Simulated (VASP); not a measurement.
A run of VASP 6.6.1 is set up as follows.

File INCAR:

```
SYSTEM = H8CO6
  PREC = Accurate
  ENCUT = 520
  EDIFF = 1E-6
  ISMEAR = -1
  SIGMA = 0.05
  LREAL = Auto
  LASPH = .TRUE.
  NELM = 100
  ALGO = Normal
  ISIF = 2
  LWAVE = .FALSE.
  LCHARG = .FALSE.
  GGA = PS
  NBANDS = 37
```

KPOINTS

```
Automatic mesh
0
G
  1 1 1
  0 0 0
```

File POSCAR:

```
H8CO6
1.0
    5.5112720000      0.0000000000      0.0000000000
    0.0000000000      5.5112720000      0.0000000000
    0.0000000000      0.0000000000      5.5112720000
O H C
6 8 1
Direct
    0.7122785074      1.0772545780      0.7418436079
    0.4864210369      0.4151806302      0.5027165532
    0.0525030044      0.7123896175      0.5320050901
    0.7647351397      0.4304750760      0.1040379096
    0.5172164425      0.8928943368      0.2524101259
    0.1757537345      1.0373627721      0.0471993332
    0.6221564700      1.2079894867      0.6485812796
    0.6079951683      0.9355547773      0.7230836341
    0.5596634041      0.4454649629      0.3398906673
    0.3404776704      0.5168270356      0.5203575532
   -0.0652755705      0.6442653240      0.4177003487
   -0.0268707471      0.8602361119      0.5960251196
    0.7940367162      0.5570875679     -0.0155220022
    0.7650298163      0.2784346263      0.0063985296
    0.3447559068      0.9676619967      0.1539593501
```

Potentials or basis: VASP PAW PBE potentials, release 64 (O, H, C).

Launch:

```sh
$ cat potpaw_PBE.64/O/POTCAR potpaw_PBE.64/H/POTCAR potpaw_PBE.64/C/POTCAR > POTCAR
$ mpirun -np 1 vasp_gam > vasp.out
```

Task: Predict the largest force.

Result: 0.611 eV/Å.

Task: What does it give for the pressure?

Result: -0.4 GPa.

Task: What does it give for the band gap on the k mesh?

Result: 4.89 eV.

Stress tensor (GPa, compression positive):
```
-0.07  0.06  0.75
 0.06 -0.85 -1.12
 0.75 -1.12 -0.29
```

Caveat: the k points lie up to 1.14 Å⁻¹ apart; the PAW data sets were made with another functional, which shifts forces and pressure a little.
